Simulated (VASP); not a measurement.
# Ta3H in VASP: a series of runs, part 2 of 2

VASP 6.6.1.

## (3) Single point, LDA

File INCAR:

```
PREC = Accurate
ENCUT = 520
EDIFF = 1E-6
ISMEAR = 0
SIGMA = 0.1
LREAL = False
LASPH = True
NELM = 60
ALGO = Normal
ISIF = 2
LWAVE = False
LCHARG = True
LDIPOL = True
IDIPOL = 3
DIPOL = 0.5 0.5 0.323
GGA = CA
LELF = True
LVHAR = True
LVACPOTAV = True
NBANDS = 44
```

File KPOINTS:

```
Automatic mesh
0
Gamma
  6 6 1
```

File POSCAR:

```
Ta3H
1.0
    4.6002247492      0.0000000000      0.0000000000
   -2.3001123746      3.9839114959      0.0000000000
    0.0000000000      0.0000000000     22.4017722044
Ta H
6 2
Direct
    0.6666666667      0.3333333333      0.1785573018
    0.3333333333      0.6666666667      0.2204743848
    0.0000000000      0.0000000000      0.2623914678
    0.6666666667      0.3333333333      0.3016814391
    0.3333333333      0.6666666667      0.3385386112
    0.0000000000      0.0000000000      0.3750494438
    0.2049700398      0.6666666667      0.4522754768
    0.4616966269      0.6666666667      0.4522754768
```

Potentials or basis: VASP PAW LDA potentials, release 64 (Ta_pv, H).

Command:

```sh
> cat potpaw_LDA.64/Ta_pv/POTCAR potpaw_LDA.64/H/POTCAR > POTCAR
> mpirun -np 1 vasp_std > vasp.out
```

OUTCAR:

```text
PREC = Accurate
   ENCUT = 520
   EDIFF = 1E-6
   ISMEAR = 0
   LREAL = False
   LASPH = True
   NELM = 60
   ISIF = 2
   GGA = CA

 ion  position               nearest neighbor table
   1  0.667  0.333  0.179-   4 2.76   2 2.82   2 2.82   2 2.82   3 3.25   3 3.25   3 3.25
   2  0.333  0.667  0.220-   5 2.64   1 2.82   3 2.82   1 2.82   3 2.82   3 2.82   1 2.82   4 3.22
                             4 3.22   4 3.22
   3  0.000  0.000  0.262-   6 2.52   4 2.80   4 2.80   4 2.80   2 2.82   2 2.82   2 2.82   5 3.16
                             5 3.16   5 3.16   1 3.25   1 3.25   1 3.25
   4  0.667  0.333  0.302-   1 2.76   5 2.78   5 2.78   5 2.78   3 2.80   3 2.80   3 2.80   6 3.12
                             6 3.12   6 3.12   2 3.22   2 3.22   2 3.22
   5  0.333  0.667  0.339-   2 2.64   6 2.78   6 2.78   6 2.78   4 2.78   4 2.78   4 2.78   3 3.16
                             3 3.16   3 3.16
   6  0.000  0.000  0.375-   3 2.52   5 2.78   5 2.78   5 2.78   4 3.12   4 3.12   4 3.12
   7  0.205  0.667  0.452-
   8  0.462  0.667  0.452-

  LATTYP: Found a hexagonal cell.
 ALAT       =     4.6002247492
 C/A-ratio  =     4.8697125523

  Lattice vectors:

 A1 = (   4.6002247492,   0.0000000000,   0.0000000000)
 A2 = (  -2.3001123746,   3.9839114959,   0.0000000000)
 A3 = (   0.0000000000,   0.0000000000,  22.4017722044)

Analysis of symmetry for initial positions (statically):
=====================================================================
 Subroutine PRICEL returns:
 Original cell was already a primitive cell.

 Routine SETGRP: Setting up the symmetry group for a
 hexagonal supercell.

 Subroutine GETGRP returns: Found  2 space group operations
 (whereof  2 operations were pure point group operations)
 out of a pool of 24 trial point group operations.

The static configuration has the point symmetry C_1h.

Analysis of symmetry for dynamics (positions and initial velocities):
=====================================================================
 Subroutine PRICEL returns:
 Original cell was already a primitive cell.

 Routine SETGRP: Setting up the symmetry group for a
 hexagonal supercell.

 Subroutine GETGRP returns: Found  2 space group operations
 (whereof  2 operations were pure point group operations)
 out of a pool of 24 trial point group operations.

The dynamic configuration has the point symmetry C_1h.

 Subroutine INISYM returns: Found  2 space group operations
 (whereof  2 operations are pure point group operations),
 and found     1 'primitive' translations

----------------------------------------------------------------------------------------

                                     Primitive cell

  volume of cell :     410.5548

  direct lattice vectors                    reciprocal lattice vectors
     4.600224749  0.000000000  0.000000000     0.217380683  0.125504796  0.000000000
    -2.300112375  3.983911496  0.000000000     0.000000000  0.251009592  0.000000000
     0.000000000  0.000000000 22.401772204     0.000000000  0.000000000  0.044639325

  length of vectors
     4.600224749  4.600224749 22.401772204     0.251009592  0.251009592  0.044639325

  position of ions in fractional coordinates (direct lattice)
     0.666666667  0.333333333  0.178557302
     0.333333333  0.666666667  0.220474385
     0.000000000  0.000000000  0.262391468
     0.666666667  0.333333333  0.301681439
     0.333333333  0.666666667  0.338538611
     0.000000000  0.000000000  0.375049444
[... 59 lines left out ...]
   dimension x,y,z NGXF=    72 NGYF=   72 NGZF=  336
   ions per type =               6   2
   NGX,Y,Z   is equivalent  to a cutoff of  13.01, 13.01, 12.47 a.u.
   NGXF,Y,Z  is equivalent  to a cutoff of  26.02, 26.02, 24.93 a.u.
 SYSTEM =  unknown system
   PREC   = accura    normal or accurate (medium, high low for compatibility)
   ISTART =      0    job   : 0-new  1-cont  2-samecut
   ICHARG =      2    charge: 1-file 2-atom 10-const
   ISPIN  =      1    spin polarized calculation?
   LNONCOLLINEAR =      F non collinear calculations
   LSORBIT =      F    spin-orbit coupling
   LASPH  =      T    aspherical Exc in radial PAW
   ENCUT  =  520.0 eV  38.22 Ry    6.18 a.u.   8.55  8.55 41.65*2*pi/ulx,y,z
   NELM   =     60;   NELMIN=  2; NELMDL= -5     # of ELM steps
   EDIFF  = 0.1E-05   stopping-criterion for ELM
   LREAL  =      F    real-space projection
   EDIFFG = 0.1E-04   stopping-criterion for IOM
   NSW    =      0    number of steps for IOM
   IBRION =     -1    ionic relax: 0-MD 1-quasi-New 2-CG
   NFREE  =      0    steps in history (QN), initial steepest desc. (CG)
   ISIF   =      2    stress and relaxation
   ISYM   =      2    0-nonsym 1-usesym 2-fastsym
   POTIM  = 0.5000    time-step for ionic-motion
   TEBEG  =    0.0;   TEEND  =   0.0 temperature during run
   PSTRESS=    0.0 pullay stress
   NELECT =      68.0000    total number of electrons
   NUPDOWN=      -1.0000    fix difference up-down
   EMIN   =  10.00;   EMAX   =-10.00  energy-range for DOS
   EFERMI =   0.00;   METHOD = LEGACY
   ISMEAR =     0;   SIGMA  =   0.10  broadening in eV -4-tet -1-fermi 0-gaus
   EFERMI_NEDOS =   21; number of points for ismear=-14 and -15
   IALGO  =     38    algorithm
   IMIX   =      4    mixing-type and parameters
     AMIX     =   0.40;   BMIX     =  1.00
     AMIX_MAG =   1.60;   BMIX_MAG =  1.00
  volume/ion in A,a.u.               =      51.32       346.32
  Fermi-wavevector in a.u.,A,eV,Ry     =   0.899057  1.698972 10.997647  0.808304
  Thomas-Fermi vector in A             =   2.021844
   LORBIT       =      0    0 simple, 1 ext, 2 COOP (PROOUT), +10 PAW based schemes
   GGA     = CA    functional components
   LHFCALC =     F    Hartree Fock is set to
   AEXX    =    0.0000 exact exchange contribution
   IVDW    =     0    specifies the selected vdW correction
   LEPSILON=     F    determine dielectric tensor
   LRPA    =     F    only Hartree local field effects (RPA)
 non-spin polarized calculation
 Gauss-broadening in eV      SIGMA  =   0.10
  energy-cutoff  :      520.00
  volume of cell :      410.55
 maximum number of plane-waves:     11105
 NGX is ok and might be reduce to    36
   NGX = 17   NGY = 17   NGZ = 83

 dipolmoment           0.000000      0.000000     -0.003688 electrons x Angstroem

 number of electron      68.0000006 magnetization

 dipolmoment           0.000000      0.000000      0.038150 electrons x Angstroem

 Free energy of the ion-electron system (eV)
  ---------------------------------------------------
  ext. energy  EPLUGINS =         0.00000000
  ---------------------------------------------------
  free energy    TOTEN  =       -75.71743512 eV

  energy without entropy =      -75.68446288  energy(sigma->0) =      -75.70094900

 E-fermi :  -1.2341     XC(G=0):  -4.5775

 val. band max:       -1.2480762300   @ k =  -0.3333   0.1667   0.0000
 cond. band min:      -1.2314656390   @ k =   0.0000   0.3333   0.0000
 fundamental gap:      0.0166105909
 Fermi energy:        -1.2340776307

 k-point     1 :       0.0000    0.0000    0.0000
  band No.  band energies     occupation
      1     -35.7194      2.00000
      2     -35.6380      2.00000
      3     -35.4405      2.00000
      4     -35.4292      2.00000
      5     -35.3007      2.00000
      6     -35.2997      2.00000
[... 600 lines left out ...]
     43       0.7096      0.00000
     44       1.3148      0.00000

------------------------ aborting loop because EDIFF is reached ----------------------------------------

  FORCE on cell =-STRESS in cart. coord.  units (eV):
  Direction    XX          YY          ZZ          XY          YZ          ZX
  --------------------------------------------------------------------------------------
  -------------------------------------------------------------------------------------
  Total       -7.3242147     -4.6175389     -5.2882061      0.0000000      0.0161235      0.0000000
  in kB      -28.5825217    -18.0198030    -20.6370610      0.0000000      0.0629213      0.0000000
  external PRESSURE =     -22.4131286 kB  Pullay stress =       0.0000000 kB

 VOLUME and BASIS-vectors are now :
 -----------------------------------------------------------------------------
  energy-cutoff  :      520.00
  volume of cell :      410.55
      direct lattice vectors                 reciprocal lattice vectors
     4.600224749  0.000000000  0.000000000     0.217380683  0.125504796  0.000000000
    -2.300112375  3.983911496  0.000000000     0.000000000  0.251009592  0.000000000
     0.000000000  0.000000000 22.401772204     0.000000000  0.000000000  0.044639325

 POSITION                                       TOTAL-FORCE (eV/Angst)
 -----------------------------------------------------------------------------------
      2.30011      1.32797      4.00000         0.000000      0.053885      1.971580
     -0.00000      2.65594      4.93902         0.000000     -0.009117     -0.716501
      0.00000      0.00000      5.87803         0.000000     -0.009053     -1.919789
      2.30011      1.32797      6.75820        -0.000000     -0.041142      0.108576
     -0.00000      2.65594      7.58386         0.000000      0.153201      1.463296
      0.00000      0.00000      8.40177         0.000000     -0.296104      0.545065
     -0.59050      2.65594     10.13177         2.096466      0.074165     -0.726114
      0.59050      2.65594     10.13177        -2.096466      0.074165     -0.726114
 -----------------------------------------------------------------------------------
    total drift:                               -0.000000      0.000003      0.000315

  FREE ENERGIE OF THE ION-ELECTRON SYSTEM (eV)
  ---------------------------------------------------
  free  energy   TOTEN  =       -75.7174351238 eV

  energy  without entropy=      -75.6844628750  energy(sigma->0) =      -75.70094900

 vacuum level on the upper side and lower side of the slab         2.876         2.499
```

Wall time 4.9 min (1 thread of Intel Xeon 6975P-C (Granite Rapids), shared host); peak memory 0.47 GiB.

What came out:

```yaml
Free_energy: -75.7174 eV
Largest_force: 2.220 eV/Å
Band_gap_on_the_k_mesh: zero (bands 34 and 35 overlap by 0.10 eV)
```

Forces on the atoms (eV/Å):
```
Ta   0.000  0.054  1.972
Ta   0.000 -0.009 -0.717
Ta   0.000 -0.009 -1.920
Ta   0.000 -0.041  0.109
Ta   0.000  0.153  1.463
Ta   0.000 -0.296  0.545
H    2.096  0.074 -0.726
H   -2.096  0.074 -0.726
```

Caveat: spin-orbit coupling is left out, which moves the levels of the heavy elements.

## (4) Single point, LDA

File INCAR:

```
SYSTEM = Ta3H
ALGO = Normal ; DIPOL = 0.5 0.5 0.332
EDIFF = 1E-7 ; ENCUT = 520
GGA = CA ; IDIPOL = 3
ISIF = 2 ; ISMEAR = 0
LASPH = .True. ; LCHARG = .False.
LDIPOL = .True. ; LREAL = .False.
LWAVE = .False. ; NBANDS = 44
NELM = 80 ; PREC = Accurate
SIGMA = 0.1
```

File KPOINTS:

```
k-points
0
Gamma
  6 6 1
  0 0 0
```

Edit POSCAR of step 3 so:

```diff
@@ -14,3 +14,3 @@
     0.0000000000      0.0000000000      0.3750494438
-    0.2049700398      0.6666666667      0.4522754768
-    0.4616966269      0.6666666667      0.4522754768
+    0.2049700398      0.6666666667      0.4911116899
+    0.4616966269      0.6666666667      0.4911116899
```

Command:

```sh
> cat potpaw_LDA.64/Ta_pv/POTCAR potpaw_LDA.64/H/POTCAR > POTCAR
> mpirun -np 1 vasp_std > vasp.out
```

Run time: 5.4 min. Hardware: 1 thread of Intel Xeon 6975P-C (Granite Rapids), shared host; peak memory 0.48 GiB.

The run converged. Its results:

* Free energy: -75.1490 eV
* Largest force: 3.954 eV/Å

Forces in eV/Å, atoms in the order of the input:
```
Ta   0.000  0.019  2.049
Ta   0.000  0.007 -0.330
Ta   0.000 -0.018 -2.022
Ta   0.000  0.012  0.165
Ta   0.000  0.033  0.144
Ta   0.000 -0.063  0.200
H    3.953  0.005 -0.103
H   -3.953  0.005 -0.103
```

Levels at points of the mesh, in eV from the Fermi level:
```tsv
k point	band 31	band 32	band 33	band 34	band 35	band 36	band 37	band 38
(0.00, 0.00, 0.00)	-0.94	-0.93	-0.33	-0.32	0.20	0.25	0.26	0.50
(0.50, 0.00, 0.00)	-0.97	-0.96	-0.46	-0.27	0.04	0.38	0.87	1.16
(0.00, 0.50, 0.00)	-0.97	-0.97	-0.43	-0.27	0.21	0.39	1.00	1.14
```

Caveat: spin-orbit coupling is left out, which moves the levels of the heavy elements.

## (5) Overview

| cell | gap on the mesh (eV) | largest force (eV/Å) |
| --- | --- | --- |
| as given, atomic positions A | none | 1.90 |
| as given, atomic positions B | none | 2.22 |
| as given, atomic positions C | - | 3.95 |

Alike in all rows: task single point; level LDA; potentials or basis VASP PAW LDA potentials, release 64 (Ta_pv, H); no spin polarisation; k mesh 6 × 6 × 1; cutoff (eV) 520; smearing gaussian 0.1 eV.

Caveats: spin-orbit coupling is left out, which moves the levels of the heavy elements.

Total energies depend on the potentials used, so only differences within one code and one set of settings carry meaning.
